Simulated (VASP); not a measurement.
## SnSe: single point with HSE06

The system is SnSe.

```
Sn Se
1.0
     0.00000    2.98489    2.98489
     2.98489    0.00000    2.98489
     2.98489    2.98489    0.00000
Sn Se
1 1
Direct
  0.00000 0.00000 0.00000
  0.50000 0.50000 0.50000
```

```json
{
 "Program": "VASP 6.6.1",
 "Task": "single point",
 "Functional": "HSE06",
 "Potentials or basis": "VASP PAW PBE potentials, release 64 (Sn_d, Se)",
 "Cutoff": "520 eV",
 "k mesh": "6 × 6 × 6",
 "Occupations": "gaussian, width 0.01 eV",
 "Spin": "no spin polarisation",
 "Dipole correction": "no",
 "Grid for exact exchange (PRECFOCK)": "Normal",
 "Further INCAR settings": "ALGO = Normal; EDIFF = 1e-06; NBANDS = 17",
 "Share of exact exchange": "0.25",
 "Screening parameter": "0.2079 1/Å"
}
```

| Property | Result |
| --- | --- |
| Pressure | 0.7 GPa |
| Band gap on the k mesh | 0.52 eV |

Levels at points of the mesh, in eV from the valence-band top:
```
           k point  band 6  band 7  band 8  band 9  band 10  band 11  band 12  band 13  band 14  band 15
(0.00, 0.00, 0.00)  -15.88   -5.60   -2.94   -2.94    -2.94     4.86     4.86     4.86     6.12     6.12
(0.50, 0.00, 0.00)  -14.77   -9.39   -2.68   -2.68     0.00     0.52     1.32     1.32     8.76    10.79
(0.50, 0.50, 0.00)  -14.43   -6.83   -6.66   -4.57    -4.57     3.04     6.02     6.02     6.70    11.07
```

Wall time 97 min on 1 thread of Oxide Virtual Turin-like Processor, with other jobs on the host, peak memory 0.27 GiB.

Caveat: the PAW data sets were made with another functional, which shifts forces and pressure a little; spin-orbit coupling is left out, which moves the levels of the heavy elements. A k mesh can miss the band edges.
